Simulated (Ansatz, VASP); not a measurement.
# Sb in VASP and in Ansatz

INCAR

```
  PREC = Accurate
  ENCUT = 520
  EDIFF = 1E-6
  ISMEAR = -1
  SIGMA = 0.1
  LREAL = F
  LASPH = T
  NELM = 60
  ALGO = Normal
  ISIF = 2
  LWAVE = F
  LCHARG = F
  GGA = CA
  NBANDS = 18
```

File KPOINTS:

```
Automatic mesh
0
Gamma
  13 13 4
```

The input POSCAR:

```
Sb
1.0
    3.1351494835      0.0000000000      0.0000000000
   -1.5675747417      2.7151190974      0.0000000000
    0.0000000000      0.0000000000     10.6160773464
Sb
4
Direct
    1.0000000000      1.0000000000      1.0000000000
    1.0000000000      1.0000000000      0.5000000000
    0.3333333333      0.6666666667      0.2500000000
    0.6666666667      0.3333333333      0.7500000000
```

Input for Ansatz:

```yaml
crystal:
  lattice:
    - [3.1351494835, 0.0, 0.0]
    - [-1.5675747417, 2.7151190974, 0.0]
    - [0.0, 0.0, 10.6160773464]
  atoms:
    - { symbol: Sb, position: [1.0, 1.0, 1.0] }
    - { symbol: Sb, position: [1.0, 1.0, 0.5] }
    - { symbol: Sb, position: [0.3333333333, 0.6666666667, 0.25] }
    - { symbol: Sb, position: [0.6666666667, 0.3333333333, 0.75] }
hamiltonian:
  xc: lda
  pseudopotentials:
    kind: paw
    azcp:
      Sb: "pseudopotentials/Sb.paw.azcp"
basis:
  ecutwfc: 420
  fft_grid_basis: typed
kpoints:
  mp_grid: { grid: [13, 13, 4], shift: [0, 0, 0] }
magnetization:
  spin_polarized: false
scf:
  occupations: { method: fermi_dirac, width: 0.1 }
  lower_state_search: "off"
output:
  stress: true
```

Alike in both runs: task single point; functional LDA; k mesh 13 × 13 × 4; occupations fermi-dirac, width 0.1 eV; no spin polarisation.

|  | VASP | Ansatz |
| --- | --- | --- |
| version | VASP 6.6.1 | Ansatz 0.2.0 |
| potentials or method | VASP PAW LDA potentials, release 64 (Sb), cutoff 520 eV | plane waves (420 eV) with PAW, scalar-relativistic |
| valence electrons in the cell | 20 | 60 |

```csv
,VASP,Ansatz,Ansatz less VASP
pressure (GPa),12.7,12.3,-0.40
"traceless stress, the component that is largest in VASP (GPa)",-1.05,-1.01,+0.041
```

Ansatz warns that its potentials were made for another functional, while VASP's fit it. LDA's correlation is that of Perdew and Zunger in VASP and of Perdew and Wang (1992) in Ansatz. VASP's potentials hold 20 valence electrons a cell and Ansatz's 60, so a difference there can come from the potentials and not from the codes.

Spin-orbit coupling is off throughout.
